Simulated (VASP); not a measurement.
# Cs2Au (P-3m1) in VASP: further runs

Cs2Au is run at these levels: PBE; tasks: single point, relaxation of cell and atoms.

All numbers are computed with VASP 6.6.1; they aren't measurements. Logs are shortened: lines on timing, memory, paths and dates and some standing lists are left out, and cuts for length are marked.

## Step 1: The cell of the first run

It takes space group P-3m1 (No. 164, trigonal). Conventional cell: a = 5.310 Å, b = 5.310 Å, c = 8.765 Å, α = 90.00°, β = 90.00°, γ = 120.00°. Cs (site symmetry 3m) has 3 Au at 3.64 Å and 3 Cs at 4.99 Å within 5.0 Å. Au (site symmetry -3m) has 6 Cs at 3.64 Å within 4.8 Å.

The cell was generated, and may not be a known phase.

## Step 2: Single point, PBE

Input file INCAR:

```
PREC = Accurate
ENCUT = 520
EDIFF = 1E-6
ISMEAR = 0
SIGMA = 0.1
LREAL = False
LASPH = True
NELM = 100
ALGO = Normal
ISIF = 2
LWAVE = False
LCHARG = False
GGA = PE
NBANDS = 22
```

Input file KPOINTS:

```
Automatic mesh
0
Gamma
  6 6 2
```

Input file POSCAR:

```
Cs2Au
1.0
    5.3098067514     -0.0000000029      0.0000000000
   -2.6549033732      4.5984275373      0.0000000000
    0.0000000000      0.0000000000      8.7648574987
Cs Au
2 1
Direct
    0.3333333333      0.6666666667      0.2244960840
    0.6666666667      0.3333333333      0.7755039160
    0.0000000000      0.0000000000      0.0000000000
```

Potentials or basis: VASP PAW PBE potentials, release 64 (Cs_sv, Au).

Launch:

```
$ cat potpaw_PBE.64/Cs_sv/POTCAR potpaw_PBE.64/Au/POTCAR > POTCAR
$ mpirun -np 1 vasp_std > vasp.out
```

OUTCAR:

```text
PREC = Accurate
   ENCUT = 520
   EDIFF = 1E-6
   ISMEAR = 0
   LREAL = False
   LASPH = True
   NELM = 100
   ISIF = 2
   GGA = PE

 ion  position               nearest neighbor table
   1  0.333  0.667  0.224-
   2  0.667  0.333  0.776-
   3  0.000  0.000  0.000-

  LATTYP: Found a hexagonal cell.
 ALAT       =     5.3098067514
 C/A-ratio  =     1.6506923715

  Lattice vectors:

 A1 = (   5.3098067514,  -0.0000000029,   0.0000000000)
 A2 = (  -2.6549033732,   4.5984275373,   0.0000000000)
 A3 = (   0.0000000000,   0.0000000000,   8.7648574987)

Analysis of symmetry for initial positions (statically):
=====================================================================
 Subroutine PRICEL returns:
 Original cell was already a primitive cell.

 Routine SETGRP: Setting up the symmetry group for a
 hexagonal supercell.

 Subroutine GETGRP returns: Found 12 space group operations
 (whereof 12 operations were pure point group operations)
 out of a pool of 24 trial point group operations.

The static configuration has the point symmetry D_3d.

Analysis of symmetry for dynamics (positions and initial velocities):
=====================================================================
 Subroutine PRICEL returns:
 Original cell was already a primitive cell.

 Routine SETGRP: Setting up the symmetry group for a
 hexagonal supercell.

 Subroutine GETGRP returns: Found 12 space group operations
 (whereof 12 operations were pure point group operations)
 out of a pool of 24 trial point group operations.

The dynamic configuration has the point symmetry D_3d.

 Subroutine INISYM returns: Found 12 space group operations
 (whereof 12 operations are pure point group operations),
 and found     1 'primitive' translations

----------------------------------------------------------------------------------------

                                     Primitive cell

  volume of cell :     214.0094

  direct lattice vectors                    reciprocal lattice vectors
     5.309806751 -0.000000003  0.000000000     0.188330771  0.108732821  0.000000000
    -2.654903373  4.598427537  0.000000000     0.000000000  0.217465643  0.000000000
     0.000000000  0.000000000  8.764857499     0.000000000  0.000000000  0.114091986

  length of vectors
     5.309806751  5.309806751  8.764857499     0.217465643  0.217465643  0.114091986

  position of ions in fractional coordinates (direct lattice)
     0.333333333  0.666666667  0.224496084
     0.666666667  0.333333333  0.775503916
     0.000000000  0.000000000  0.000000000

  ion indices of the primitive-cell ions
   primitive index   ion index
                 1           1
                 2           2
                 3           3

----------------------------------------------------------------------------------------

 KPOINTS: Automatic mesh

Automatic generation of k-mesh.
 Grid dimensions read from file:
 generate k-points for:    6    6    2

 Generating k-lattice:

  Cartesian coordinates                     Fractional coordinates (reciprocal lattice)
     0.031388462  0.018122137  0.000000000     0.166666667 -0.000000000  0.000000000
     0.000000000  0.036244274  0.000000000     0.000000000  0.166666667  0.000000000
     0.000000000  0.000000000  0.057045993     0.000000000  0.000000000  0.500000000

  Length of vectors
     0.036244274  0.036244274  0.057045993

  Shift w.r.t. Gamma in fractional coordinates (k-lattice)
     0.000000000  0.000000000  0.000000000

 Subroutine IBZKPT returns following result:
 ===========================================

 Found     14 irreducible k-points:

 Following reciprocal coordinates:
            Coordinates               Weight
  0.000000  0.000000  0.000000      1.000000
  0.166667 -0.000000  0.000000      6.000000
  0.333333  0.000000  0.000000      6.000000
  0.500000 -0.000000  0.000000      3.000000
  0.166667  0.166667  0.000000      6.000000
  0.333333  0.166667  0.000000     12.000000
  0.333333  0.333333  0.000000      2.000000
  0.000000  0.000000  0.500000      1.000000
  0.166667 -0.000000  0.500000      6.000000
  0.333333  0.000000  0.500000      6.000000
  0.500000 -0.000000  0.500000      3.000000
  0.166667  0.166667  0.500000      6.000000
  0.333333  0.166667  0.500000     12.000000
  0.333333  0.333333  0.500000      2.000000
   k-points           NKPTS =     14   k-points in BZ     NKDIM =     14   number of bands    NBANDS=     22
   number of dos      NEDOS =    301   number of ions     NIONS =      3
   total plane-waves  NPLWV = 112000
   dimension x,y,z NGX =    40 NGY =   40 NGZ =   70
   dimension x,y,z NGXF=    80 NGYF=   80 NGZF=  140
   ions per type =               2   1
   NGX,Y,Z   is equivalent  to a cutoff of  12.52, 12.52, 13.28 a.u.
   NGXF,Y,Z  is equivalent  to a cutoff of  25.05, 25.05, 26.55 a.u.
 SYSTEM =  unknown system
   PREC   = accura    normal or accurate (medium, high low for compatibility)
[... 108 lines left out ...]
[... 14 lines left out ...]
     21       5.2354      0.00000
     22       5.2865      0.00000

 k-point     5 :       0.1667    0.1667    0.0000
  band No.  band energies     occupation
      1     -22.0766      2.00000
      2     -22.0680      2.00000
      3      -9.0348      2.00000
      4      -8.9528      2.00000
      5      -8.9351      2.00000
      6      -8.8946      2.00000
[... 14 lines left out ...]
     21       4.4595      0.00000
     22       4.8505      0.00000

 k-point     6 :       0.3333    0.1667    0.0000
  band No.  band energies     occupation
      1     -22.0718      2.00000
      2     -22.0679      2.00000
      3      -9.0387      2.00000
      4      -8.9879      2.00000
      5      -8.9417      2.00000
      6      -8.9162      2.00000
[... 14 lines left out ...]
     21       4.6068      0.00000
     22       5.2131      0.00000

 k-point     7 :       0.3333    0.3333    0.0000
  band No.  band energies     occupation
      1     -22.0690      2.00000
      2     -22.0690      2.00000
      3      -9.0221      2.00000
      4      -8.9757      2.00000
      5      -8.9757      2.00000
      6      -8.9141      2.00000
[... 14 lines left out ...]
     21       4.7078      0.00000
     22       4.7078      0.00000

 k-point     8 :       0.0000    0.0000    0.5000
  band No.  band energies     occupation
      1     -22.0814      2.00000
      2     -22.0713      2.00000
      3      -9.0303      2.00000
      4      -8.8826      2.00000
      5      -8.8729      2.00000
      6      -8.8729      2.00000
[... 14 lines left out ...]
     21       4.3740      0.00000
     22       5.2501      0.00000

 k-point     9 :       0.1667   -0.0000    0.5000
  band No.  band energies     occupation
      1     -22.0791      2.00000
      2     -22.0703      2.00000
      3      -9.0258      2.00000
      4      -8.9310      2.00000
      5      -8.8799      2.00000
      6      -8.8679      2.00000
[... 14 lines left out ...]
     21       4.4817      0.00000
     22       5.1780      0.00000

 k-point    10 :       0.3333    0.0000    0.5000
  band No.  band energies     occupation
      1     -22.0742      2.00000
      2     -22.0688      2.00000
      3      -9.0416      2.00000
      4      -8.9963      2.00000
      5      -8.9021      2.00000
      6      -8.8933      2.00000
[... 14 lines left out ...]
     21       4.6703      0.00000
     22       4.8108      0.00000

 k-point    11 :       0.5000   -0.0000    0.5000
  band No.  band energies     occupation
      1     -22.0711      2.00000
      2     -22.0686      2.00000
      3      -9.0685      2.00000
      4      -9.0219      2.00000
      5      -8.8997      2.00000
      6      -8.8932      2.00000
[... 14 lines left out ...]
     21       4.7376      0.00000
     22       5.0445      0.00000

 k-point    12 :       0.1667    0.1667    0.5000
  band No.  band energies     occupation
      1     -22.0755      2.00000
      2     -22.0691      2.00000
      3      -9.0295      2.00000
      4      -8.9722      2.00000
      5      -8.9138      2.00000
      6      -8.8851      2.00000
[... 14 lines left out ...]
     21       4.3528      0.00000
     22       4.8799      0.00000

 k-point    13 :       0.3333    0.1667    0.5000
  band No.  band energies     occupation
      1     -22.0713      2.00000
      2     -22.0684      2.00000
      3      -9.0465      2.00000
      4      -9.0069      2.00000
      5      -8.9376      2.00000
      6      -8.9002      2.00000
[... 14 lines left out ...]
     21       4.1216      0.00000
     22       4.8064      0.00000

 k-point    14 :       0.3333    0.3333    0.5000
  band No.  band energies     occupation
      1     -22.0690      2.00000
      2     -22.0690      2.00000
      3      -9.0109      2.00000
      4      -8.9978      2.00000
      5      -8.9978      2.00000
      6      -8.9259      2.00000
[... 14 lines left out ...]
     21       4.3180      0.00000
     22       5.1170      0.00000

------------------------ aborting loop because EDIFF is reached ----------------------------------------

  FORCE on cell =-STRESS in cart. coord.  units (eV):
  Direction    XX          YY          ZZ          XY          YZ          ZX
  --------------------------------------------------------------------------------------
  -------------------------------------------------------------------------------------
  Total       -0.0395626     -0.0395626      0.0285660      0.0000000      0.0000000      0.0000000
  in kB       -0.2961845     -0.2961845      0.2138588      0.0000000      0.0000000      0.0000000
  external PRESSURE =      -0.1261701 kB  Pullay stress =       0.0000000 kB

 VOLUME and BASIS-vectors are now :
 -----------------------------------------------------------------------------
  energy-cutoff  :      520.00
  volume of cell :      214.01
      direct lattice vectors                 reciprocal lattice vectors
     5.309806751 -0.000000003  0.000000000     0.188330771  0.108732821  0.000000000
    -2.654903373  4.598427537  0.000000000     0.000000000  0.217465643  0.000000000
     0.000000000  0.000000000  8.764857499     0.000000000  0.000000000  0.114091986

 POSITION                                       TOTAL-FORCE (eV/Angst)
 -----------------------------------------------------------------------------------
      0.00000      3.06562      1.96768         0.000000     -0.000000      0.005468
      2.65490      1.53281      6.79718        -0.000000      0.000000     -0.005468
      0.00000      0.00000      0.00000         0.000000     -0.000000      0.000000
 -----------------------------------------------------------------------------------
    total drift:                               -0.000000      0.000000      0.000000

  FREE ENERGIE OF THE ION-ELECTRON SYSTEM (eV)
  ---------------------------------------------------
  free  energy   TOTEN  =        -5.5952646492 eV

  energy  without entropy=       -5.5760186065  energy(sigma->0) =       -5.58564163
```

Wall time 27 s (1 thread of Intel Xeon 6975P-C (Granite Rapids), shared host); peak memory 0.33 GiB.

What came out:

```yaml
Free_energy: -5.5953 eV
Pressure: 0.0 GPa
Largest_force: 0.005 eV/Å
Band_gap_on_the_k_mesh: zero (an odd number of electrons rules out a gap without spin polarisation)
```

Forces in eV/Å, atoms in the order of the input:
```
Cs   0.000  0.000  0.005
Cs   0.000  0.000 -0.005
Au   0.000  0.000  0.000
```

Levels at points of the mesh, in eV from the Fermi level:
| k point | band 12 | band 13 | band 14 | band 15 | band 16 | band 17 | band 18 | band 19 |
| --- | --- | --- | --- | --- | --- | --- | --- | --- |
| (0.00, 0.00, 0.00) | -3.72 | -3.72 | -3.55 | -0.13 | 0.04 | 1.89 | 1.89 | 3.18 |
| (0.50, 0.00, 0.00) | -3.66 | -3.66 | -2.93 | -0.03 | 1.03 | 1.56 | 1.71 | 1.73 |
| (0.00, 0.00, 0.50) | -3.72 | -3.72 | -3.46 | -0.88 | 1.30 | 1.85 | 1.85 | 2.07 |
| (0.50, 0.00, 0.50) | -3.66 | -3.66 | -2.94 | 0.05 | 1.14 | 1.15 | 1.58 | 2.00 |

Caveat: spin-orbit coupling is left out, which moves the levels of the heavy elements.

## Step 3: Single point, PBE

This run uses another cell than the first one, of 87.41 Å³/atom.

Input file INCAR:

```
SYSTEM = Cs2Au
PREC = Accurate
ENCUT = 520
EDIFF = 1E-7
ISMEAR = 0
SIGMA = 0.1
LREAL = .FALSE.
LASPH = .TRUE.
NELM = 100
ALGO = Normal
ISIF = 2
LWAVE = .FALSE.
LCHARG = .FALSE.
GGA = PE
NBANDS = 22
```

Input file KPOINTS:

```
Automatic mesh
0
G
  6 6 2
  0 0 0
```

Input file POSCAR:

```
Cs2Au
1.0
    5.3316087900      0.0000000000      0.0000000000
   -2.6658043900      4.6173086500      0.0000000000
    0.0000000000      0.0000000000     10.6517650200
Cs Au
2 1
Direct
    0.3333333300      0.6666666700      0.2793371100
    0.6666666700      0.3333333300      0.7206628900
    0.0000000000      0.0000000000      0.0000000000
```

Potentials or basis: VASP PAW PBE potentials, release 64 (Cs_sv, Au).

Launch:

```
$ cat potpaw_PBE.64/Cs_sv/POTCAR potpaw_PBE.64/Au/POTCAR > POTCAR
$ mpirun -np 1 vasp_std > vasp.out
```

Run time: 39 s. Hardware: 1 thread of Intel Xeon 6975P-C (Granite Rapids), shared host; peak memory 0.37 GiB.

The run converged. Its results:

```
Free energy            : -5.0274 eV
Pressure               : -0.8 GPa
Largest force          : 0.522 eV/Å
Band gap on the k mesh : zero (an odd number of electrons rules out a gap without spin polarisation)
```

Forces on the atoms (eV/Å):
```
Cs   0.000  0.000 -0.522
Cs   0.000  0.000  0.522
Au   0.000  0.000  0.000
```

Stress tensor (GPa, compression positive):
```
-0.33  0.00  0.00
 0.00 -0.33  0.00
 0.00  0.00 -1.78
```

Levels at points of the mesh, in eV from the Fermi level:
```tsv
k point	band 12	band 13	band 14	band 15	band 16	band 17	band 18	band 19
(0.00, 0.00, 0.00)	-2.41	-2.34	-2.34	-0.53	-0.04	2.29	2.75	2.75
(0.50, 0.00, 0.00)	-2.38	-2.26	-1.71	0.42	0.71	1.49	1.55	1.83
(0.00, 0.00, 0.50)	-2.41	-2.34	-2.34	-1.04	0.84	1.54	2.78	2.78
(0.50, 0.00, 0.50)	-2.38	-2.26	-1.72	0.52	0.77	1.23	1.47	2.21
```

Caveat: spin-orbit coupling is left out, which moves the levels of the heavy elements.

## Step 4: Relaxation of cell and atoms, PBE

This run uses another cell than the first one, of 87.41 Å³/atom.

Input file INCAR:

```
SYSTEM = Cs2Au
ALGO = Normal ; EDIFF = 1E-7
EDIFFG = -0.04 ; ENCUT = 600
GGA = PE ; IBRION = 2
ISIF = 3 ; ISMEAR = 0
LASPH = .TRUE. ; LCHARG = .FALSE.
LREAL = .FALSE. ; LWAVE = .FALSE.
NELM = 60 ; NSW = 90
PREC = Accurate ; SIGMA = 0.1
```

Input file KPOINTS:

```
k-points
0
G
  6 6 2
  0 0 0
```

POSCAR is that of step 3.

Launch:

```
$ cat potpaw_PBE.64/Cs_sv/POTCAR potpaw_PBE.64/Au/POTCAR > POTCAR
$ mpirun -np 1 vasp_std > vasp.out
```

Run time: 13 min. Hardware: 1 thread of Intel Xeon 6975P-C (Granite Rapids), shared host; peak memory 0.57 GiB.

It converged, with:

```
Free energy                           : -5.5950 eV
Relaxed volume                        : 72.21 Å³/atom
Relaxed cell                          : a = 5.322 Å, b = 5.322 Å, c = 8.831 Å, α = 90.00°, β = 90.00°, γ = 120.00°
Space group after relaxing (to 0.1 Å) : P-3m1 (No. 164)
Energy gained by relaxing             : 189.2 meV/atom
Ionic steps                           : 18
Pressure after relaxing               : 0.0 GPa
Largest force after relaxing          : 0.031 eV/Å
Band gap on the k mesh                : zero (an odd number of electrons rules out a gap without spin polarisation)
```

Forces in eV/Å, atoms in the order of the input:
```
Cs   0.000  0.000  0.031
Cs   0.000  0.000 -0.031
Au   0.000  0.000  0.000
```

The path:
| step | energy change (eV) | largest force (eV/Å) | pressure (GPa) | volume (Å³) |
| --- | --- | --- | --- | --- |
| 1 | 0.0000 | 0.5218 | -0.80 | 262.22 |
| 2 | -0.1566 | 0.5076 | -0.70 | 245.85 |
| 3 | -0.3615 | 0.4611 | -0.37 | 216.72 |
| 4 | -0.3771 | 0.1358 | 1.17 | 162.81 |
| 5 | -0.4258 | 0.3968 | 0.16 | 187.82 |
| 6 | -0.4277 | 0.3749 | 0.24 | 183.87 |
| 7 | -0.4273 | 0.3446 | 0.35 | 179.85 |
| 8 | -0.4598 | 0.2943 | 0.27 | 183.58 |
| 9 | -0.5206 | 0.1648 | 0.08 | 194.87 |
| 10 | -0.5095 | 0.0248 | -0.23 | 217.98 |
| 11 | -0.5346 | 0.0741 | -0.07 | 204.93 |
| 12 | -0.5435 | 0.0291 | 0.04 | 202.84 |
| 13 | -0.5474 | 0.0251 | 0.19 | 200.42 |
| 14 | -0.5537 | 0.0262 | 0.16 | 203.31 |
| 15 | -0.5657 | 0.0330 | 0.06 | 211.82 |
| 16 | -0.5552 | 0.0283 | -0.11 | 228.13 |
| 17 | -0.5670 | 0.0411 | 0.01 | 216.43 |
| 18 | -0.5677 | 0.0310 | 0.00 | 216.64 |

Final structure:
```
CELL_PARAMETERS angstrom
5.32221 0.00000 0.00000
-2.66111 4.60917 0.00000
0.00000 0.00000 8.83129
ATOMIC_POSITIONS crystal
Cs 0.33333 0.66667 0.22053
Cs 0.66667 0.33333 0.77947
Au 0.00000 0.00000 0.00000
```

Levels at points of the mesh, in eV from the Fermi level:
```
           k point  band 13  band 14  band 15  band 16  band 17  band 18
(0.00, 0.00, 0.00)    -3.73    -3.55    -0.14     0.03     1.85     1.85
(0.50, 0.00, 0.00)    -3.68    -2.94    -0.03     1.05     1.57     1.68
(0.00, 0.00, 0.50)    -3.73    -3.47    -0.86     1.24     1.81     1.81
(0.50, 0.00, 0.50)    -3.68    -2.95     0.05     1.14     1.14     1.60
```

Caveat: the volume moved by over 15 % at a fixed basis, so the end points are rough; spin-orbit coupling is left out, which moves the levels of the heavy elements.

## Step 5: Overview

| task | cell | cutoff (eV) | gap on the mesh (eV) | pressure (GPa) | largest force (eV/Å) |
| --- | --- | --- | --- | --- | --- |
| single point | a = 5.310, b = 5.310, c = 8.765 Å, angles 90.0, 90.0, 120.0°, 3 atoms, atomic positions A | 520 | none | 0.0 | 0.01 |
| single point | a = 5.332, b = 5.332, c = 10.652 Å, angles 90.0, 90.0, 120.0°, 3 atoms, atomic positions B | 520 | none | -0.8 | 0.52 |
| relaxation of cell and atoms | relaxed from a = 5.332, b = 5.332, c = 10.652 Å, angles 90.0, 90.0, 120.0°, 3 atoms, atomic positions B | 600 | none | 0.0 | 0.03 |

Alike in all rows: level PBE; potentials or basis VASP PAW PBE potentials, release 64 (Cs_sv, Au); no spin polarisation; k mesh 6 × 6 × 2; smearing gaussian 0.1 eV.

Caveats: spin-orbit coupling is left out, which moves the levels of the heavy elements; the volume moved by over 15 % at a fixed basis, so the end points are rough (at least some runs).

Absolute energies hang on the potentials; compare differences alone.
